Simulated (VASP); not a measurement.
# Sb2As (Pnnm) in VASP: a series of runs, part 2 of 2

VASP 6.6.1.

### 3 Relaxation of cell and atoms, PBE

This run uses another cell than the first one, of 23.29 Å³/atom.

Input file INCAR:

```
PREC = Accurate
ENCUT = 600
EDIFF = 1E-7
ISMEAR = 0
SIGMA = 0.1
LREAL = False
LASPH = True
NELM = 60
ALGO = Normal
ISIF = 3
LWAVE = False
LCHARG = False
GGA = PE
IBRION = 2
NSW = 90
EDIFFG = -0.04
```

Input file KPOINTS:

```
Automatic mesh
0
Gamma
  4 4 4
```

Input file POSCAR:

```
Sb2As
1.0
    5.3164629957      0.0000000000      0.0000000000
    0.0000000000      6.4887020579      0.0000000000
    0.0000000000      0.0000000000      4.0506840410
Sb As
4 2
Direct
    0.2004000000      0.3787000000      0.0000000000
    0.7996000000      0.6213000000      0.0000000000
    0.7004000000      0.1213000000      0.5000000000
    0.2996000000      0.8787000000      0.5000000000
    0.0000000000      0.0000000000      0.0000000000
    0.5000000000      0.5000000000      0.5000000000
```

Potentials or basis: VASP PAW PBE potentials, release 64 (Sb, As).

On the command line:

```bash
$ cat potpaw_PBE.64/Sb/POTCAR potpaw_PBE.64/As/POTCAR > POTCAR
$ mpirun -np 1 vasp_std > vasp.out
```

OUTCAR:

```text
PREC = Accurate
   ENCUT = 600
   EDIFF = 1E-7
   ISMEAR = 0
   LREAL = False
   LASPH = True
   NELM = 60
   ISIF = 3
   GGA = PE
   IBRION = 2
   NSW = 90
   EDIFFG = -0.04

 ion  position               nearest neighbor table
   1  0.200  0.379  0.000-   2 2.65   5 2.68   6 2.69   6 2.69   2 3.55   3 3.74   3 3.74   3 3.74
                             3 3.74
   2  0.800  0.621  0.000-   1 2.65   5 2.68   6 2.69   6 2.69   1 3.55   4 3.74   4 3.74   4 3.74
                             4 3.74
   3  0.700  0.121  0.500-   4 2.65   6 2.68   5 2.69   5 2.69   4 3.55   1 3.74   1 3.74   1 3.74
                             1 3.74
   4  0.300  0.879  0.500-   3 2.65   6 2.68   5 2.69   5 2.69   3 3.55   2 3.74   2 3.74   2 3.74
                             2 3.74
   5  0.000  0.000  0.000-   1 2.68   2 2.68   3 2.69   4 2.69   3 2.69   4 2.69
   6  0.500  0.500  0.500-   3 2.68   4 2.68   1 2.69   2 2.69   1 2.69   2 2.69

  LATTYP: Found a simple orthorhombic cell.
 ALAT       =     4.0506840410
 B/A-ratio  =     1.3124852351
 C/A-ratio  =     1.6018781006

  Lattice vectors:

 A1 = (   0.0000000000,   0.0000000000,   4.0506840410)
 A2 = (   5.3164629957,   0.0000000000,   0.0000000000)
 A3 = (   0.0000000000,   6.4887020579,   0.0000000000)

Analysis of symmetry for initial positions (statically):
=====================================================================
 Subroutine PRICEL returns:
 Original cell was already a primitive cell.

 Routine SETGRP: Setting up the symmetry group for a
 simple orthorhombic supercell.

 Subroutine GETGRP returns: Found  8 space group operations
 (whereof  4 operations were pure point group operations)
 out of a pool of  8 trial point group operations.

The static configuration has the point symmetry C_2h.
 The point group associated with its full space group is D_2h.

Analysis of symmetry for dynamics (positions and initial velocities):
=====================================================================
 Subroutine PRICEL returns:
 Original cell was already a primitive cell.

 Routine SETGRP: Setting up the symmetry group for a
 simple orthorhombic supercell.

 Subroutine GETGRP returns: Found  8 space group operations
[... 119 lines left out ...]
   ISYM   =      2    0-nonsym 1-usesym 2-fastsym
   POTIM  = 0.5000    time-step for ionic-motion
   TEBEG  =    0.0;   TEEND  =   0.0 temperature during run
   PSTRESS=    0.0 pullay stress
   NELECT =      30.0000    total number of electrons
   NUPDOWN=      -1.0000    fix difference up-down
   EMIN   =  10.00;   EMAX   =-10.00  energy-range for DOS
   EFERMI =   0.00;   METHOD = LEGACY
   ISMEAR =     0;   SIGMA  =   0.10  broadening in eV -4-tet -1-fermi 0-gaus
   EFERMI_NEDOS =   21; number of points for ismear=-14 and -15
   IALGO  =     38    algorithm
   IMIX   =      4    mixing-type and parameters
     AMIX     =   0.40;   BMIX     =  1.00
     AMIX_MAG =   1.60;   BMIX_MAG =  1.00
  volume/ion in A,a.u.               =      23.29       157.16
  Fermi-wavevector in a.u.,A,eV,Ry     =   0.980270  1.852441 13.074229  0.960929
  Thomas-Fermi vector in A             =   2.111187
   LORBIT       =      0    0 simple, 1 ext, 2 COOP (PROOUT), +10 PAW based schemes
   GGA     = PE    functional components
   LHFCALC =     F    Hartree Fock is set to
   AEXX    =    0.0000 exact exchange contribution
   IVDW    =     0    specifies the selected vdW correction
   LEPSILON=     F    determine dielectric tensor
   LRPA    =     F    only Hartree local field effects (RPA)
 conjugate gradient relaxation of ions
 non-spin polarized calculation
 Gauss-broadening in eV      SIGMA  =   0.10
  energy-cutoff  :      600.00
  volume of cell :      139.74
 maximum number of plane-waves:      4688
   NGX = 21   NGY = 25   NGZ = 17

--------------------------------------- Ionic step        1  -------------------------------------------

 number of electron      30.0000003 magnetization

 Free energy of the ion-electron system (eV)
  ---------------------------------------------------
  ext. energy  EPLUGINS =         0.00000000
  ---------------------------------------------------
  free energy    TOTEN  =       -22.74372588 eV

  energy without entropy =      -22.73459149  energy(sigma->0) =      -22.73915869

 E-fermi :   8.7358     XC(G=0): -10.3430

 val. band max:        8.6567231538   @ k =   0.2500   0.5000   0.2500
 cond. band min:       8.7804754920   @ k =   0.2500   0.0000   0.5000
 fundamental gap:      0.1237523382
 Fermi energy:         8.7358024021
[... 1178 lines left out ...]
  FREE ENERGIE OF THE ION-ELECTRON SYSTEM (eV)
  ---------------------------------------------------
  free  energy   TOTEN  =       -24.5858279063 eV

  energy  without entropy=      -24.5654784705  energy(sigma->0) =      -24.57565319

[... ionic steps 4 to 26 ...]

--------------------------------------- Ionic step       27  -------------------------------------------

 number of electron      29.9999999 magnetization

------------------------ aborting loop because EDIFF is reached ----------------------------------------
[... 75 lines left out ...]
--------------------------------------- Ionic step       29  -------------------------------------------

 number of electron      29.9999998 magnetization

 Free energy of the ion-electron system (eV)
  ---------------------------------------------------
  ext. energy  EPLUGINS =         0.00000000
  ---------------------------------------------------
  free energy    TOTEN  =       -24.86463076 eV

  energy without entropy =      -24.85373645  energy(sigma->0) =      -24.85918360

 E-fermi :   6.3204     XC(G=0):  -9.5619

 val. band max:        6.2713458816   @ k =   0.0000   0.0000   0.2500
 cond. band min:       6.3956783737   @ k =   0.2500   0.2500   0.5000
 fundamental gap:      0.1243324922
 Fermi energy:         6.3203614198
[... 561 lines left out ...]
  FREE ENERGIE OF THE ION-ELECTRON SYSTEM (eV)
  ---------------------------------------------------
  free  energy   TOTEN  =       -24.8646307552 eV

  energy  without entropy=      -24.8537364501  energy(sigma->0) =      -24.85918360

 reached required accuracy - stopping structural energy minimisation
```

OSZICAR:

```text
N       E                     dE             d eps       ncg     rms          rms(c)
DAV:   1     0.182303232119E+03    0.18230E+03   -0.12023E+04  1026   0.147E+03
DAV:   2    -0.707005885820E+01   -0.18937E+03   -0.18377E+03  1242   0.221E+02
DAV:   3    -0.224762126002E+02   -0.15406E+02   -0.14618E+02  1373   0.636E+01
[... 286 lines left out ...]
DAV:   3    -0.248646416415E+02    0.13836E-03   -0.28327E-04  1202   0.849E-02    0.177E-02
DAV:   4    -0.248646309298E+02    0.10712E-04   -0.26707E-05  1275   0.273E-02    0.777E-03
DAV:   5    -0.248646309154E+02    0.14434E-07   -0.31188E-06  1242   0.870E-03    0.404E-03
DAV:   6    -0.248646307524E+02    0.16300E-06   -0.41463E-07  1116   0.357E-03    0.661E-04
DAV:   7    -0.248646307552E+02   -0.28397E-08   -0.63857E-08   558   0.169E-03
  29 F= -.24864631E+02 E0= -.24859184E+02  d E =-.573474E-03
```

It took 10 min on 1 thread of Intel Xeon 6975P-C (Granite Rapids), shared host; peak memory 0.3 GiB.

What came out:

| Property | Result |
| --- | --- |
| Free energy | -24.8646 eV |
| Relaxed volume | 28.10 Å³/atom |
| Relaxed cell | a = 5.827 Å, b = 7.657 Å, c = 3.780 Å, α = 90.00°, β = 90.00°, γ = 90.00° |
| Space group after relaxing (to 0.1 Å) | Pnnm (No. 58) |
| Energy gained by relaxing | 353.5 meV/atom |
| Ionic steps | 29 |
| Pressure after relaxing | 0.1 GPa |
| Largest force after relaxing | 0.031 eV/Å |
| Band gap on the k mesh | zero (bands 15 and 16 overlap by 3.40 eV) |

Forces on the atoms (eV/Å):
```
Sb   0.011 -0.029  0.000
Sb  -0.011  0.029  0.000
Sb   0.011  0.029  0.000
Sb  -0.011 -0.029  0.000
As   0.000  0.000  0.000
As   0.000  0.000  0.000
```

Stress tensor (GPa, compression positive):
```
 0.19  0.00  0.00
 0.00 -0.04  0.00
 0.00  0.00  0.08
```

Step by step:
```csv
step,energy change (eV),largest force (eV/Å),pressure (GPa),volume (Å³)
1,0.0000,0.5803,19.57,139.74
2,-1.2343,0.6198,-5.60,205.44
3,-1.8421,0.4572,0.08,175.89
4,-1.8418,0.4643,-0.14,176.67
5,-1.8852,0.3247,-0.23,177.29
6,-1.9145,0.2189,-0.31,178.34
7,-1.9369,0.2036,-0.04,176.80
8,-1.9905,0.1994,0.78,172.11
9,-2.0178,0.2132,2.57,162.41
10,-2.0250,0.2060,2.49,162.38
11,-2.0455,0.1846,2.21,162.28
12,-2.0702,0.1232,1.64,162.02
13,-2.0704,0.1188,1.54,161.97
14,-2.0764,0.1137,1.37,162.58
15,-2.0893,0.0954,0.86,164.42
16,-2.0948,0.0588,-0.07,168.13
17,-2.0957,0.0674,0.16,167.18
18,-2.0985,0.0577,0.08,167.33
19,-2.1043,0.0506,-0.15,167.81
20,-2.1040,0.1121,-0.59,168.73
21,-2.1062,0.0748,-0.37,168.25
22,-2.1095,0.0751,-0.15,167.64
23,-2.1119,0.0742,0.21,166.65
24,-2.1144,0.0723,0.18,166.94
25,-2.1178,0.0790,0.09,167.69
26,-2.1179,0.0834,0.08,167.85
27,-2.1197,0.0580,-0.05,168.45
28,-2.1203,0.0305,-0.21,169.20
29,-2.1209,0.0309,0.08,168.63
```

Final structure:
```yaml
crystal:
  lattice:
    - [5.82664, 0.00000, 0.00000]
    - [0.00000, 7.65672, 0.00000]
    - [0.00000, 0.00000, 3.77983]
  atoms:
    - { symbol: Sb, position: [0.17279, 0.36332, 0.00000] }
    - { symbol: Sb, position: [0.82721, 0.63668, 0.00000] }
    - { symbol: Sb, position: [0.67279, 0.13668, 0.50000] }
    - { symbol: Sb, position: [0.32721, 0.86332, 0.50000] }
    - { symbol: As, position: [0.00000, 0.00000, 0.00000] }
    - { symbol: As, position: [0.50000, 0.50000, 0.50000] }
```

Levels at points of the mesh, in eV from the Fermi level:
```tsv
k point	band 13	band 14	band 15	band 16	band 17	band 18	band 19
(0.00, 0.00, 0.00)	-0.51	0.60	0.75	1.02	1.26	1.82	2.13
(0.50, 0.00, 0.00)	-0.96	-0.96	0.70	0.70	0.77	0.77	1.73
(0.00, 0.50, 0.00)	-1.53	-1.53	1.99	1.99	2.29	2.29	2.64
(0.50, 0.50, 0.00)	-1.02	-1.02	0.45	0.45	1.75	1.75	2.22
(0.00, 0.00, 0.50)	-2.16	-2.16	-1.41	-1.41	0.34	0.34	1.59
(0.50, 0.00, 0.50)	-0.17	-0.17	-0.10	-0.10	0.56	0.56	1.65
(0.00, 0.50, 0.50)	-2.64	-2.64	-1.09	-1.09	1.08	1.08	2.02
(0.50, 0.50, 0.50)	-1.26	-1.26	-0.98	-0.98	1.53	1.53	2.47
```

Caveat: the k points lie up to 0.42 Å⁻¹ apart in the final cell, too coarse for converged energies and pressures of a metal; the volume moved by over 15 % at a fixed basis, so the end points are rough; spin-orbit coupling is left out, which moves the levels of the heavy elements.

The gap in the log of VASP goes by the Fermi energy; the results here count the filled bands.